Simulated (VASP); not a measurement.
Ge3I: single point with PBE

The system is Ge3I.

```
Ge I
1.0
     4.37808    0.00000    0.00000
    -2.18904    3.79153    0.00000
     0.00000    0.00000   14.69124
Ge I
6 2
Direct
  0.00000 0.00000 0.09092
  0.00000 0.00000 0.90908
  0.33333 0.66667 0.47879
  0.66667 0.33333 0.52121
  0.33333 0.66667 0.94139
  0.66667 0.33333 0.05861
  0.33333 0.66667 0.30184
  0.66667 0.33333 0.69816
```

The cell was generated, and may not be a known phase.

```json
{"Program": "VASP 6.6.1", "Task": "single point", "Functional": "PBE", "Potentials or basis": "VASP PAW PBE potentials, release 64 (Ge_d, I)", "Cutoff": "520 eV", "k mesh": "12 × 12 × 2", "Occupations": "gaussian, width 0.1 eV", "Spin": "no spin polarisation"}
```

The pressure is 0.0 GPa. The largest force is 0.010 eV/Å and the band gap on the k mesh is zero (bands 49 and 50 overlap by 1.37 eV).

Forces in eV/Å, atoms in the order of the input:
```
Ge   0.000  0.000  0.010
Ge   0.000  0.000 -0.010
Ge   0.000  0.000 -0.004
Ge   0.000  0.000  0.004
Ge   0.000  0.000  0.002
Ge   0.000  0.000 -0.002
I    0.000  0.000  0.002
I    0.000  0.000 -0.002
```

Levels at points of the mesh, in eV from the Fermi level:
| k point | band 46 | band 47 | band 48 | band 49 | band 50 | band 51 | band 52 | band 53 |
| --- | --- | --- | --- | --- | --- | --- | --- | --- |
| (0.00, 0.00, 0.00) | -1.47 | -1.47 | -1.30 | -1.30 | -0.60 | -0.60 | 0.90 | 1.97 |
| (0.50, 0.00, 0.00) | -1.92 | -1.17 | -1.06 | -1.01 | -0.46 | 0.25 | 1.17 | 2.16 |
| (0.00, 0.00, 0.50) | -1.48 | -1.48 | -1.30 | -1.30 | -0.59 | -0.59 | 1.45 | 1.96 |
| (0.50, 0.00, 0.50) | -1.83 | -1.39 | -0.86 | -0.78 | -0.44 | 0.13 | 1.33 | 2.00 |

It took 14 min on 1 thread of Intel(R) Xeon(R) 6975P-C (Granite Rapids) (shared host), peak memory 0.63 GiB.

Caveat: spin-orbit coupling is left out, which moves the levels of the heavy elements.
